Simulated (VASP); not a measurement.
# Ti (Fm-3m) in VASP: further runs

Aim: see how the results for Ti move with the level of theory and the settings. Levels: PBE-based screened hybrid with 25 % exact exchange, r2SCANh+D3(BJ), r2SCAN, PBEsol-based global hybrid with 25 % exact exchange, PBE0. Tasks: single point, relaxation of cell and atoms.

All numbers are computed with VASP 6.6.1; they aren't measurements. Logs are shortened: lines on timing, memory, paths and dates and some standing lists are left out, and cuts for length are marked.

## (1) The cell of the first run

The structure is cubic, space group Fm-3m (No. 225). Conventional cell: a = 4.254 Å, b = 4.254 Å, c = 4.254 Å, α = 90.00°, β = 90.00°, γ = 90.00°. Ti (site symmetry m-3m) has 12 Ti at 3.01 Å within 4.0 Å.

This isn't the form of Ti at room conditions, which is hcp.

## (2) Single point, PBE-based screened hybrid with 25 % exact exchange (19.24 Å³/atom)

POSCAR reads:

```
Ti
1.0
    0.0000000000      2.1268097950      2.1268097950
    2.1268097950      0.0000000000      2.1268097950
    2.1268097950      2.1268097950      0.0000000000
Ti
1
Direct
    0.0000000000      0.0000000000      0.0000000000
```

INCAR.step1 reads:

```
PREC = Accurate ; ENCUT = 400
EDIFF = 1E-5 ; ISMEAR = 0
SIGMA = 0.01 ; LREAL = False
LASPH = True ; NELM = 120
ALGO = Normal ; ISIF = 2
LWAVE = True ; LCHARG = False
GGA = PE ; NBANDS = 12
GGA_COMPAT = False
```

INCAR.step2 reads:

```
PREC = Accurate ; ENCUT = 400
EDIFF = 1E-6 ; ISMEAR = 0
SIGMA = 0.01 ; LREAL = False
LASPH = True ; NELM = 120
ALGO = Normal ; ISIF = 2
LWAVE = False ; LCHARG = False
GGA = PE ; LHFCALC = True
AEXX = 0.25 ; HFSCREEN = 0.3
PRECFOCK = Normal ; ISTART = 1
NBANDS = 12 ; GGA_COMPAT = False
```

KPOINTS reads:

```
regular mesh
0
Gamma
  7 7 7
```

Potentials or basis: VASP PAW PBE potentials, release 64 (Ti_sv).

Run with:

```
$ cat potpaw_PBE.64/Ti_sv/POTCAR > POTCAR
$ cp INCAR.step1 INCAR
$ mpirun -np 1 vasp_std > vasp.out
$ cp INCAR.step2 INCAR
$ mpirun -np 1 vasp_std > vasp.out
```

OUTCAR:

```text
PREC = Accurate
   ENCUT = 400
   EDIFF = 1E-6
   ISMEAR = 0
   LREAL = False
   LASPH = True
   NELM = 120
   ISIF = 2
   GGA = PE
   LHFCALC = True
   AEXX = 0.25
   HFSCREEN = 0.3
   PRECFOCK = Normal
   ISTART = 1

 ion  position               nearest neighbor table
   1  0.000  0.000  0.000-

  LATTYP: Found a face centered cubic cell.
 ALAT       =     4.2536195900

  Lattice vectors:

 A1 = (   0.0000000000,   2.1268097950,   2.1268097950)
 A2 = (   2.1268097950,   0.0000000000,   2.1268097950)
 A3 = (   2.1268097950,   2.1268097950,   0.0000000000)

Analysis of symmetry for initial positions (statically):
=====================================================================
 Subroutine PRICEL returns:
 Original cell was already a primitive cell.

 Routine SETGRP: Setting up the symmetry group for a
 face centered cubic supercell.

 Subroutine GETGRP returns: Found 48 space group operations
 (whereof 48 operations were pure point group operations)
 out of a pool of 48 trial point group operations.

The static configuration has the point symmetry O_h .

Analysis of symmetry for dynamics (positions and initial velocities):
=====================================================================
 Subroutine PRICEL returns:
 Original cell was already a primitive cell.

 Routine SETGRP: Setting up the symmetry group for a
 face centered cubic supercell.

 Subroutine GETGRP returns: Found 48 space group operations
 (whereof 48 operations were pure point group operations)
 out of a pool of 48 trial point group operations.

The dynamic configuration has the point symmetry O_h .

 Subroutine INISYM returns: Found 48 space group operations
 (whereof 48 operations are pure point group operations),
 and found     1 'primitive' translations

----------------------------------------------------------------------------------------

                                     Primitive cell

  volume of cell :      19.2405

  direct lattice vectors                    reciprocal lattice vectors
     0.000000000  2.126809795  2.126809795    -0.235093896  0.235093896  0.235093896
     2.126809795  0.000000000  2.126809795     0.235093896 -0.235093896  0.235093896
     2.126809795  2.126809795  0.000000000     0.235093896  0.235093896 -0.235093896

  length of vectors
     3.007763257  3.007763257  3.007763257     0.407194572  0.407194572  0.407194572

  position of ions in fractional coordinates (direct lattice)
     0.000000000  0.000000000  0.000000000

  ion indices of the primitive-cell ions
   primitive index   ion index
                 1           1

----------------------------------------------------------------------------------------

 KPOINTS: regular mesh

Automatic generation of k-mesh.
 Grid dimensions read from file:
 generate k-points for:    7    7    7

 Generating k-lattice:

  Cartesian coordinates                     Fractional coordinates (reciprocal lattice)
    -0.033584842  0.033584842  0.033584842     0.142857143  0.000000000  0.000000000
     0.033584842 -0.033584842  0.033584842     0.000000000  0.142857143  0.000000000
     0.033584842  0.033584842 -0.033584842     0.000000000  0.000000000  0.142857143

  Length of vectors
     0.058170653  0.058170653  0.058170653

  Shift w.r.t. Gamma in fractional coordinates (k-lattice)
     0.000000000  0.000000000  0.000000000

 Subroutine IBZKPT returns following result:
 ===========================================

 Found     20 irreducible k-points:

 Following reciprocal coordinates:
            Coordinates               Weight
  0.000000  0.000000  0.000000      1.000000
  0.142857  0.000000  0.000000      8.000000
  0.285714  0.000000  0.000000      8.000000
  0.428571  0.000000  0.000000      8.000000
  0.142857  0.142857  0.000000      6.000000
  0.285714  0.142857  0.000000     24.000000
[... 12 lines left out ...]
 -0.428571  0.428571  0.142857     24.000000
 -0.285714  0.428571  0.142857     24.000000
   k-points           NKPTS =     20   k-points in BZ     NKDIM =    343   number of bands    NBANDS=     12
[... 41 lines left out ...]
  ---------------------------------------------------
  ext. energy  EPLUGINS =         0.00000000
  ---------------------------------------------------
  free energy    TOTEN  =        -8.96344928 eV

  energy without entropy =       -8.96338138  energy(sigma->0) =       -8.96341533

 E-fermi :   7.1374     XC(G=0):  -9.2624

 val. band max:        7.1292868456   @ k =   0.4286   0.0000   0.0000
 cond. band min:       7.1737071814   @ k =   0.2857   0.0000   0.0000
 fundamental gap:      0.0444203358
 Fermi energy:         7.1374210391

 k-point     1 :       0.0000    0.0000    0.0000
  band No.  band energies     occupation
      1     -54.4846      2.00000
      2     -28.7834      2.00000
      3     -28.7834      2.00000
      4     -28.7834      2.00000
      5       0.3832      2.00000
      6       8.3360      0.00000
      7       8.3360      0.00000
      8       8.3360      0.00000
      9      10.2001      0.00000
     10      10.2001      0.00000
     11      22.4732      0.00000
     12      26.6729      0.00000

 k-point     2 :       0.1429    0.0000    0.0000
  band No.  band energies     occupation
      1     -54.4680      2.00000
      2     -28.8830      2.00000
      3     -28.7948      2.00000
      4     -28.7948      2.00000
      5       1.0402      2.00000
      6       7.9072      0.00000
      7       8.5282      0.00000
      8       8.5282      0.00000
      9      10.0842      0.00000
     10      10.0842      0.00000
     11      22.4405      0.00000
     12      23.7957      0.00000

 k-point     3 :       0.2857    0.0000    0.0000
  band No.  band energies     occupation
      1     -54.4317      2.00000
      2     -29.1029      2.00000
      3     -28.8200      2.00000
      4     -28.8200      2.00000
      5       2.7165      2.00000
      6       7.1737      0.00000
      7       8.6277      0.00000
      8       8.6277      0.00000
      9      10.2818      0.00000
     10      10.2818      0.00000
     11      18.8000      0.00000
     12      22.9414      0.00000
[... 226 lines left out ...]
 k-point    19 :      -0.4286    0.4286    0.1429
  band No.  band energies     occupation
      1     -54.3742      2.00000
      2     -29.1972      2.00000
      3     -28.9997      2.00000
      4     -28.9405      2.00000
      5       5.2804      2.00000
      6       5.9539      2.00000
      7       7.7703      0.00000
      8      10.3431      0.00000
      9      10.9140      0.00000
     10      12.6578      0.00000
     11      17.6004      0.00000
     12      17.9442      0.00000

 k-point    20 :      -0.2857    0.4286    0.1429
  band No.  band energies     occupation
      1     -54.3721      2.00000
      2     -29.1292      2.00000
      3     -29.0968      2.00000
      4     -28.9329      2.00000
      5       5.8577      2.00000
      6       6.2975      2.00000
      7       7.0769      2.00000
      8       9.8065      0.00000
      9      10.9195      0.00000
     10      14.6523      0.00000
     11      14.9890      0.00000
     12      17.3618      0.00000

------------------------ aborting loop because EDIFF is reached ----------------------------------------

  FORCE on cell =-STRESS in cart. coord.  units (eV):
  Direction    XX          YY          ZZ          XY          YZ          ZX
  --------------------------------------------------------------------------------------
  -------------------------------------------------------------------------------------
  Total       -1.3584419     -1.3584419     -1.3584419      0.0000000     -0.0000000     -0.0000000
  in kB     -113.1190411   -113.1190411   -113.1190411      0.0000000     -0.0000000     -0.0000000
  external PRESSURE =    -113.1190411 kB  Pullay stress =       0.0000000 kB

 VOLUME and BASIS-vectors are now :
 -----------------------------------------------------------------------------
  energy-cutoff  :      400.00
  volume of cell :       19.24
      direct lattice vectors                 reciprocal lattice vectors
     0.000000000  2.126809795  2.126809795    -0.235093896  0.235093896  0.235093896
     2.126809795  0.000000000  2.126809795     0.235093896 -0.235093896  0.235093896
     2.126809795  2.126809795  0.000000000     0.235093896  0.235093896 -0.235093896

 POSITION                                       TOTAL-FORCE (eV/Angst)
 -----------------------------------------------------------------------------------
      0.00000      0.00000      0.00000         0.000000      0.000000     -0.000000
 -----------------------------------------------------------------------------------
    total drift:                                0.000000      0.000000     -0.000000

  FREE ENERGIE OF THE ION-ELECTRON SYSTEM (eV)
  ---------------------------------------------------
  free  energy   TOTEN  =        -8.9634492795 eV

  energy  without entropy=       -8.9633813793  energy(sigma->0) =       -8.96341533
```

Run time: 20 min. Hardware: 1 thread of Intel Xeon Platinum 8259CL at 2.50GHz (Skylake/Cascade Lake), shared host; peak memory 0.23 GiB.

Results:

| Quantity | Value |
| --- | --- |
| Free energy | -8.9634 eV |
| Pressure | -11.3 GPa |
| Band gap on the k mesh | zero (bands 6 and 7 overlap by 1.37 eV) |

Levels at points of the mesh, in eV from the Fermi level:
| k point | band 3 | band 4 | band 5 | band 6 | band 7 | band 8 | band 9 | band 10 |
| --- | --- | --- | --- | --- | --- | --- | --- | --- |
| (0.00, 0.00, 0.00) | -35.92 | -35.92 | -6.75 | 1.20 | 1.20 | 1.20 | 3.06 | 3.06 |

Caveat: the k points lie up to 0.37 Å⁻¹ apart, too coarse for converged energies and pressures of a metal; the PAW data sets were made with another functional, which shifts forces and pressure a little.

## (3) Single point, r2SCANh+D3(BJ)

This run uses another cell than the first one, of 16.73 Å³/atom.

POSCAR reads:

```
Ti
1.0
    0.0000000000      2.0300000000      2.0300000000
    2.0300000000      0.0000000000      2.0300000000
    2.0300000000      2.0300000000      0.0000000000
Ti
1
Direct
    0.0000000000      0.0000000000      0.0000000000
```

INCAR.step1 reads:

```
ALGO = Normal
EDIFF = 1E-5
ENCUT = 440
GGA = PE
GGA_COMPAT = F
ISIF = 2
ISMEAR = 1
LASPH = T
LREAL = F
LWAVE = T
NBANDS = 12
NELM = 120
PREC = Accurate
SIGMA = 0.05
```

INCAR.step2 reads:

```
AEXX = 0.1
ALGO = Normal
EDIFF = 1E-6
ENCUT = 440
GGA_COMPAT = F
ISIF = 2
ISMEAR = 1
ISTART = 1
IVDW = 12
LASPH = T
LCHARG = T
LELF = T
LHFCALC = T
LMIXTAU = T
LREAL = F
LVHAR = T
LWAVE = F
METAGGA = R2SCAN
NBANDS = 12
NELM = 120
PREC = Accurate
PRECFOCK = Normal
SIGMA = 0.05
VDW_A1 = 0.4709
VDW_A2 = 5.9157
VDW_S6 = 1.0
VDW_S8 = 1.1236
```

KPOINTS reads:

```
k-points
0
Gamma
  7 7 7
```

Potentials or basis: VASP PAW PBE potentials, release 64 (Ti_sv).

Run with:

```
$ cat potpaw_PBE.64/Ti_sv/POTCAR > POTCAR
$ cp INCAR.step1 INCAR
$ mpirun -np 1 vasp_std > vasp.out
$ cp INCAR.step2 INCAR
$ mpirun -np 1 vasp_std > vasp.out
```

Run time: 21 min. Hardware: 1 thread of Intel Xeon Platinum 8259CL at 2.50GHz (Skylake/Cascade Lake), shared host; peak memory 0.15 GiB.

The run converged. Its results:

```
Free energy                : -13.7673 eV
Pressure                   : 1.1 GPa
Band gap on the k mesh     : zero (bands 6 and 7 overlap by 1.80 eV)
Dispersion energy per atom : -0.352 eV
```

Levels at points of the mesh, in eV from the Fermi level:
| k point | band 4 | band 5 | band 6 | band 7 | band 8 | band 9 |
| --- | --- | --- | --- | --- | --- | --- |
| (0.00, 0.00, 0.00) | -34.92 | -7.04 | 1.47 | 1.47 | 1.47 | 3.55 |

Caveat: the k points lie up to 0.38 Å⁻¹ apart, too coarse for converged energies and pressures of a metal; the PAW data sets were made with another functional, which shifts forces and pressure a little.

## (4) Single point, r2SCAN (15.39 Å³/atom)

This run uses another cell than the first one, of 15.39 Å³/atom.

POSCAR reads:

```
Ti
1.0
    0.0000000000      1.9743553172      1.9743553172
    1.9743553172      0.0000000000      1.9743553172
    1.9743553172      1.9743553172      0.0000000000
Ti
1
Direct
    0.0000000000      0.0000000000      0.0000000000
```

INCAR.step1 reads:

```
SYSTEM = Ti
PREC = Accurate ; ENCUT = 550
ISMEAR = -5 ; SIGMA = 0.05
LREAL = .FALSE. ; LASPH = .TRUE.
NELM = 120 ; NBANDS = 12
GGA = PE ; ALGO = Normal
EDIFF = 1E-5 ; LWAVE = .TRUE.
LCHARG = .FALSE. ; GGA_COMPAT = .FALSE.
```

INCAR.step2 reads:

```
SYSTEM = Ti
PREC = Accurate ; ENCUT = 550
EDIFF = 1E-6 ; ISMEAR = -5
SIGMA = 0.05 ; LREAL = .FALSE.
LASPH = .TRUE. ; NELM = 120
ALGO = Normal ; ISIF = 2
LWAVE = .FALSE. ; LCHARG = .FALSE.
METAGGA = R2SCAN ; LMIXTAU = .TRUE.
NBANDS = 12 ; ISTART = 1
GGA_COMPAT = .FALSE.
```

KPOINTS reads:

```
Automatic mesh
0
G
  11 11 11
  0 0 0
```

Run with:

```
$ cat potpaw_PBE.64/Ti_sv/POTCAR > POTCAR
$ cp INCAR.step1 INCAR
$ mpirun -np 1 vasp_std > vasp.out
$ cp INCAR.step2 INCAR
$ mpirun -np 1 vasp_std > vasp.out
```

Run time: 36 s. Hardware: 1 thread of Intel Xeon Platinum 8259CL at 2.50GHz (Skylake/Cascade Lake), shared host; peak memory 0.15 GiB.

The run converged. Its results:

* Free energy: -12.7807 eV
* Pressure: 17.0 GPa
* Band gap on the k mesh: zero (bands 6 and 7 overlap by 1.42 eV)

Levels at points of the mesh, in eV from the Fermi level:
| k point | band 2 | band 3 | band 4 | band 5 | band 6 | band 7 | band 8 | band 9 | band 10 | band 11 |
| --- | --- | --- | --- | --- | --- | --- | --- | --- | --- | --- |
| (0.00, 0.00, 0.00) | -33.48 | -33.48 | -33.48 | -6.72 | 1.06 | 1.06 | 1.06 | 3.16 | 3.16 | 16.42 |

Caveat: the cell stands under pressure; the PAW data sets were made with another functional, which shifts forces and pressure a little; tetrahedron occupations give inexact forces and stress in metals.

## (5) Relaxation of cell and atoms, PBEsol-based global hybrid with 25 % exact exchange

This run uses another cell than the first one, of 16.73 Å³/atom.

POSCAR reads:

```
Ti
1.0
    0.0000000000      2.0300000000      2.0300000000
    2.0300000000      0.0000000000      2.0300000000
    2.0300000000      2.0300000000      0.0000000000
Ti
1
Direct
    0.0000000000      0.0000000000      0.0000000000
```

INCAR.step1 reads:

```
SYSTEM = Ti
  PREC = Accurate
  ENCUT = 600
  EDIFF = 1E-5
  ISMEAR = -1
  SIGMA = 0.05
  LREAL = .False.
  LASPH = .True.
  NELM = 60
  ALGO = Normal
  LWAVE = .True.
  LCHARG = .False.
  GGA = PE
  NBANDS = 12
```

INCAR.step2 reads:

```
SYSTEM = Ti
  PREC = Accurate
  ENCUT = 600
  EDIFF = 1E-6
  ISMEAR = -1
  SIGMA = 0.05
  LREAL = .False.
  LASPH = .True.
  NELM = 60
  ALGO = Normal
  ISIF = 3
  LWAVE = .False.
  LCHARG = .False.
  GGA = PS
  LHFCALC = .True.
  AEXX = 0.25
  PRECFOCK = Normal
  IBRION = 2
  NSW = 60
  EDIFFG = -0.01
  ISTART = 1
```

KPOINTS reads:

```
regular mesh
0
Gamma
  6 6 6
  0 0 0
```

Run with:

```
$ cat potpaw_PBE.64/Ti_sv/POTCAR > POTCAR
$ cp INCAR.step1 INCAR
$ mpirun -np 1 vasp_std > vasp.out
$ cp INCAR.step2 INCAR
$ mpirun -np 1 vasp_std > vasp.out
```

It took 77 min on 1 thread of Intel Xeon 8259CL, shared host; peak memory 0.16 GiB.

Results (log left out):

- Free energy: -10.7505 eV
- Relaxed volume: 16.70 Å³/atom
- Relaxed cell: a = 2.869 Å, b = 2.869 Å, c = 2.869 Å, α = 60.00°, β = 60.00°, γ = 60.00°
- Space group after relaxing (to 0.1 Å): Fm-3m (No. 225)
- Energy gained by relaxing: 0.0 meV/atom
- Ionic steps: 4
- Pressure after relaxing: 0.0 GPa
- Band gap on the k mesh: zero (bands 6 and 7 overlap by 2.06 eV)

Final structure:
```cif
data_structure
_symmetry_space_group_name_H-M 'P 1'
_symmetry_Int_Tables_number 1
_cell_length_a 2.8693
_cell_length_b 2.8693
_cell_length_c 2.8693
_cell_angle_alpha 60.000
_cell_angle_beta 60.000
_cell_angle_gamma 60.000
_cell_volume 16.70
loop_
_atom_site_label
_atom_site_type_symbol
_atom_site_fract_x
_atom_site_fract_y
_atom_site_fract_z
_atom_site_occupancy
Ti1 Ti 0.00000 0.00000 0.00000 1
```

Levels at points of the mesh, in eV from the Fermi level:
```tsv
k point	band 3	band 4	band 5	band 6	band 7	band 8	band 9	band 10
(0.00, 0.00, 0.00)	-35.81	-35.81	-7.70	1.99	1.99	1.99	4.22	4.22
(0.50, 0.00, 0.00)	-35.91	-35.91	-3.53	0.76	1.99	1.99	5.21	5.21
(0.50, 0.50, 0.00)	-36.08	-36.08	-3.36	-2.55	3.75	5.42	5.49	5.49
```

Caveat: the k points lie up to 0.45 Å⁻¹ apart in the final cell, too coarse for converged energies and pressures of a metal; the PAW data sets were made with another functional, which shifts forces and pressure a little.

## (6) Single point, PBE0

This run uses another cell than the first one, of 16.73 Å³/atom.

POSCAR is that of step 5.

INCAR.step1 reads:

```
  PREC = Accurate
  ENCUT = 520
  EDIFF = 1E-5
  ISMEAR = -1
  SIGMA = 0.1
  LREAL = False
  LASPH = True
  NELM = 100
  ALGO = Normal
  ISIF = 2
  LWAVE = True
  GGA = PE
  NBANDS = 12
```

INCAR.step2 reads:

```
  PREC = Accurate
  ENCUT = 520
  EDIFF = 1E-7
  ISMEAR = -1
  SIGMA = 0.1
  LREAL = False
  LASPH = True
  NELM = 100
  ALGO = Normal
  ISIF = 2
  LWAVE = False
  LCHARG = True
  GGA = PE
  LHFCALC = True
  AEXX = 0.25
  PRECFOCK = Normal
  LELF = True
  LVHAR = True
  ISTART = 1
  NBANDS = 12
```

KPOINTS reads:

```
regular mesh
0
Gamma
  6 6 6
```

Potentials or basis: VASP PAW PBE potentials, release 64 (Ti_sv).

Run with:

```
$ cat potpaw_PBE.64/Ti_sv/POTCAR > POTCAR
$ cp INCAR.step1 INCAR
$ mpirun -np 1 vasp_std > vasp.out
$ cp INCAR.step2 INCAR
$ mpirun -np 1 vasp_std > vasp.out
```

Run time: 15 min. Hardware: 1 thread of Intel Xeon 6975P-C (Granite Rapids), shared host; peak memory 0.15 GiB.

Results (log left out):

* Free energy: -10.4227 eV
* Pressure: 3.2 GPa
* Band gap on the k mesh: zero (bands 6 and 7 overlap by 2.09 eV)

Levels at points of the mesh, in eV from the Fermi level:
| k point | band 3 | band 4 | band 5 | band 6 | band 7 | band 8 | band 9 | band 10 |
| --- | --- | --- | --- | --- | --- | --- | --- | --- |
| (0.00, 0.00, 0.00) | -35.99 | -35.99 | -7.78 | 1.94 | 1.94 | 1.94 | 4.17 | 4.17 |
| (0.50, 0.00, 0.00) | -36.09 | -36.09 | -3.59 | 0.65 | 1.94 | 1.94 | 5.14 | 5.14 |
| (0.50, 0.50, 0.00) | -36.26 | -36.26 | -3.41 | -2.60 | 3.65 | 5.36 | 5.41 | 5.41 |

Caveat: the k points lie up to 0.45 Å⁻¹ apart, too coarse for converged energies and pressures of a metal; the PAW data sets were made with another functional, which shifts forces and pressure a little.

## (7) Summary

```csv
task,level,cell,k mesh,cutoff (eV),smearing,grid for exact exchange (PRECFOCK),share of exact exchange,screening parameter,gap on the mesh (eV),pressure (GPa)
single point,PBE-based screened hybrid with 25 % exact exchange,"a = 3.008 Å, angles 60.0°, 1 atom",7 × 7 × 7,400,gaussian 0.01 eV,Normal,0.25,0.3 1/Å,none,-11.3
single point,r2SCANh+D3(BJ),"a = 2.871 Å, angles 60.0°, 1 atom",7 × 7 × 7,440,methfessel-paxton 0.05 eV,Normal,0.1,-,none,1.1
single point,r2SCAN,"a = 2.792 Å, angles 60.0°, 1 atom",11 × 11 × 11,550,tetrahedron,-,-,-,none,17.0
relaxation of cell and atoms,PBEsol-based global hybrid with 25 % exact exchange,"relaxed from a = 2.871 Å, angles 60.0°, 1 atom",6 × 6 × 6,600,fermi-dirac 0.05 eV,Normal,0.25,-,none,0.0
single point,PBE0,"a = 2.871 Å, angles 60.0°, 1 atom",6 × 6 × 6,520,fermi-dirac 0.1 eV,Normal,0.25,-,none,3.2
```

Alike in all rows: potentials or basis VASP PAW PBE potentials, release 64 (Ti_sv); no spin polarisation.

Caveats: some runs use coarse meshes; the PAW data sets were made with another functional, which shifts forces and pressure a little; the cell stands under pressure (at least some runs); tetrahedron occupations give inexact forces and stress in metals (at least some runs).

Absolute energies hang on the potentials; compare differences alone.

The gap in the log of VASP goes by the Fermi energy; the results here count the filled bands.